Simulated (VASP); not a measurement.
Runs of VASP 6.6.1 on Al. The structure is that of space group P6_3/mmc (No. 194), or close to it. The cells are those of the table. 

```csv
cell,gap on the mesh (eV),pressure (GPa)
"a = 2.876, b = 2.876, c = 9.346 Å, angles 90.0, 90.0, 120.0°, 4 atoms",none,-2.4
"a = 2.827, b = 2.827, c = 9.186 Å, angles 90.0, 90.0, 120.0°, 4 atoms",none,(b)
"a = 2.901, b = 2.901, c = 9.425 Å, angles 90.0, 90.0, 120.0°, 4 atoms",none,-4.0
"a = 2.852, b = 2.852, c = 9.267 Å, angles 90.0, 90.0, 120.0°, 4 atoms",none,(a)
"a = 2.776, b = 2.776, c = 9.020 Å, angles 90.0, 90.0, 120.0°, 4 atoms",none,7.0
"a = 2.802, b = 2.802, c = 9.104 Å, angles 90.0, 90.0, 120.0°, 4 atoms",none,4.1
"a = 2.750, b = 2.750, c = 8.934 Å, angles 90.0, 90.0, 120.0°, 4 atoms",none,10.5
```

Alike in all rows: task single point; level PBEsol; potentials or basis VASP PAW PBE potentials, release 64 (Al); no spin polarisation; k mesh 9 × 9 × 3; cutoff (eV) 520; smearing methfessel-paxton 0.05 eV.

Fill in the values left out.

(a) -0.6; (b) 1.5.

Caveats: the PAW data sets were made with another functional, which shifts forces and pressure a little.

A gap of «none» marks levels without a gap at the run's occupations.
